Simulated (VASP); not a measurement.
Here is a VASP 6.6.1 calculation.

INCAR

```
SYSTEM = Ba
ALGO = Normal
EDIFF = 1E-6
ENCUT = 520
GGA = PS
ISIF = 2
ISMEAR = -1
IVDW = 12
LASPH = .True.
LCHARG = .False.
LREAL = .False.
LWAVE = .False.
NBANDS = 11
NELM = 100
PREC = Accurate
SIGMA = 0.05
```

File KPOINTS:

```
k-points
0
Gamma
  8 8 8
  0 0 0
```

The input POSCAR:

```
Ba
1.0
   -2.3716993490      2.3716993490      2.3716993490
    2.3716993490     -2.3716993490      2.3716993490
    2.3716993490      2.3716993490     -2.3716993490
Ba
1
Direct
    0.0000000000      0.0000000000      0.0000000000
```

Potentials or basis: VASP PAW PBE potentials, release 64 (Ba_sv).

Launch:

```sh
$ cat potpaw_PBE.64/Ba_sv/POTCAR > POTCAR
$ mpirun -np 1 vasp_std > vasp.out
```

(1) Estimate the pressure.

(2) Estimate the dispersion energy per atom.

(3) What does it give for the band gap on the k mesh?

Answers

(1) 0.1 GPa.

(2) -0.299 eV.

(3) zero (band 5 reaches 2.81 eV, above the bottom of band 6 at 1.31 eV).

Caveat: three body term missing; the PAW data sets were made with another functional, which shifts forces and pressure a little; spin-orbit coupling is left out, which moves the levels of the heavy elements; pairwise dispersion overbinds metals, which lowers pressure and volume.
